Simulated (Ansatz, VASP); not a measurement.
**MgO in VASP and in Ansatz**

The input POSCAR:

```
MgO
1.0
    3.4841042127      0.0000000000      0.0000000000
   -1.7420521064      3.0173227576      0.0000000000
    0.0000000000      0.0000000000      4.1856875957
Mg O
2 2
Direct
    0.6666666667      0.3333333333      0.7500000000
    0.3333333333      0.6666666667      0.2500000000
    0.6494419945      0.2988839890      0.2241629918
    0.3333333333      0.6666666667      0.7500000000
```

Contents of INCAR.step1:

```
SYSTEM = MgO
PREC = Accurate
ENCUT = 520
ISMEAR = 0
SIGMA = 0.05
LREAL = .False.
LASPH = .True.
NELM = 100
NBANDS = 16
GGA = PE
ALGO = Normal
EDIFF = 1E-4
LWAVE = .True.
LCHARG = .False.
```

INCAR.step2

```
SYSTEM = MgO
PREC = Accurate
ENCUT = 520
EDIFF = 1E-7
ISMEAR = 0
SIGMA = 0.05
LREAL = .False.
LASPH = .True.
NELM = 100
ALGO = Normal
ISIF = 2
LWAVE = .False.
LCHARG = .False.
METAGGA = R2SCAN
LMIXTAU = .True.
NBANDS = 16
ISTART = 1
```

The input KPOINTS:

```
Automatic mesh
0
Gamma
  6 6 6
  0 0 0
```

Input for Ansatz:

```yaml
crystal:
  lattice:
    - [3.4841042127, 0.0, 0.0]
    - [-1.7420521064, 3.0173227576, 0.0]
    - [0.0, 0.0, 4.1856875957]
  atoms:
    - { symbol: Mg, position: [0.6666666667, 0.3333333333, 0.75] }
    - { symbol: Mg, position: [0.3333333333, 0.6666666667, 0.25] }
    - { symbol: O, position: [0.6494419945, 0.298883989, 0.2241629918] }
    - { symbol: O, position: [0.3333333333, 0.6666666667, 0.75] }
basis:
  ecutwfc: 500
kpoints:
  mp_grid: { grid: [6, 6, 6] }
hamiltonian:
  xc: r2scan
scf:
  occupations: { method: gaussian, width: 0.05 }
output:
  forces: true
  stress: true
  eigenvalues: true
```

Alike in both runs: task single point; functional r2SCAN; k mesh 6 × 6 × 6; occupations gaussian, width 0.05 eV; no spin polarisation.

|  | VASP | Ansatz |
| --- | --- | --- |
| version | VASP 6.6.1 | Ansatz 0.2.0 |
| potentials or method | VASP PAW PBE potentials, release 64 (Mg, O), cutoff 520 eV | scalar-relativistic, plane waves, PAW |
| valence electrons in the cell | 16 | 32 |

|  | VASP | Ansatz | Ansatz less VASP |
| --- | --- | --- | --- |
| gap on the k mesh at the Fermi level (eV) | 4.06 | 4.07 | +0.014 |
| least direct gap on the mesh (eV) | 4.06 | 4.07 | +0.014 |
| pressure (GPa) | 0.4 | 1.2 | +0.77 |
| traceless stress, the component that is largest in VASP (GPa) | -4.02 | -4.05 | -0.029 |
| rms of the force components (eV/Å) | 0.653 | 0.646 | -0.0072 |

VASP's potentials were made for PBE, not for r2SCAN. Atom by atom the forces differ by 0.008 eV/Å (rms over components). VASP's potentials hold 16 valence electrons a cell and Ansatz's 32, so a difference there can come from the potentials and not from the codes.
